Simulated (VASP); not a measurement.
A run of VASP 6.6.1 is set up as follows.

The input INCAR:

```
SYSTEM = AlN
  ALGO = Normal
  EDIFF = 1E-7
  ENCUT = 520
  GGA = PE
  ISIF = 2
  ISMEAR = 0
  LASPH = .TRUE.
  LCHARG = .FALSE.
  LREAL = .FALSE.
  LWAVE = .FALSE.
  NBANDS = 16
  NELM = 100
  PREC = Accurate
  SIGMA = 0.05
```

Contents of KPOINTS:

```
k-points
0
G
  9 9 6
  0 0 0
```

File POSCAR:

```
AlN
1.0
    3.0637070612      0.0000000000      0.0000000000
   -1.5318535306      2.6532481447      0.0000000000
    0.0000000000      0.0000000000      4.1875630000
Al N
2 2
Direct
    0.3333333333      0.6666666667      0.7500000000
    0.6666666667      0.3333333333      0.2500000000
    0.3333333333      0.6666666667      0.2500000000
    0.6666666667      0.3333333333      0.7500000000
```

Potentials or basis: VASP PAW PBE potentials, release 64 (Al, N).

Run with:

```bash
$ cat potpaw_PBE.64/Al/POTCAR potpaw_PBE.64/N/POTCAR > POTCAR
$ mpirun -np 1 vasp_std > vasp.out
```

Q: What does it give for the band gap on the k mesh?

A: 4.37 eV, indirect (least direct gap 4.38 eV).

Q: Estimate the pressure.

A: 50.3 GPa.

Stress tensor (GPa, compression positive):
```
63.87  0.00  0.00
 0.00 63.87  0.00
 0.00  0.00 23.09
```

Caveat: the cell differs from its parent crystal (strain -0.0750 x Voigt [1, 1, 0, 0, 0, 0]). A k mesh can miss the band edges.
